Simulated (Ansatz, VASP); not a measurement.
One calculation of C, two programs

INCAR

```
PREC = Accurate
ENCUT = 520
EDIFF = 1E-6
ISMEAR = 0
SIGMA = 0.05
LREAL = F
LASPH = T
NELM = 100
ALGO = Normal
ISIF = 2
LWAVE = F
LCHARG = F
GGA = PE
NBANDS = 11
```

File KPOINTS:

```
Automatic mesh
0
Gamma
  12 12 12
```

POSCAR

```
C
1.0
    0.0000000000      1.8433936366      1.7565697964
    1.8433936366      0.0000000000      1.7565697964
    1.8433936366      1.8433936366      0.0000000000
C
2
Direct
    0.5000000000      0.5000000000      0.5000000000
    0.7500000000      0.7500000000      0.7500000000
```

Input for Ansatz:

```yaml
crystal:
  lattice:
    - [0.0, 1.8433936366, 1.7565697964]
    - [1.8433936366, 0.0, 1.7565697964]
    - [1.8433936366, 1.8433936366, 0.0]
  atoms:
    - { symbol: C, position: [0.5, 0.5, 0.5] }
    - { symbol: C, position: [0.75, 0.75, 0.75] }
basis:
  ecutwfc: 520.0
kpoints:
  mp_grid: { grid: [12, 12, 12] }
hamiltonian:
  xc: pbe
  pseudopotentials: { kind: paw, azcp: { folder: soft_1 } }
scf:
  occupations: { method: gaussian, width: 0.05 }
output:
  forces: true
  stress: true
  eigenvalues: true
  write_density: true
  write_potential: true
  elf: true
  volumetric_format: npy
```

Alike in both runs: task single point; functional PBE; k mesh 12 × 12 × 12; occupations gaussian, width 0.05 eV; no spin polarisation.

|  | VASP | Ansatz |
| --- | --- | --- |
| version | VASP 6.6.1 | Ansatz 0.2.0 |
| potentials or method | VASP PAW PBE potentials, release 64 (C), cutoff 520 eV | scalar-relativistic, plane waves, PAW |
| valence electrons in the cell | 8 | 8 |

|  | VASP | Ansatz | Ansatz less VASP |
| --- | --- | --- | --- |
| gap on the k mesh at the Fermi level (eV) | 2.88 | 2.89 | +0.008 |
| least direct gap on the mesh (eV) | 4.64 | 4.64 | +0.004 |
| pressure (GPa) | -18.1 | -18.5 | -0.45 |
| traceless stress, the component that is largest in VASP (GPa) | 26.89 | 26.88 | -0.004 |

The functional is the same, so the differences come from potentials, cutoffs and numerics.
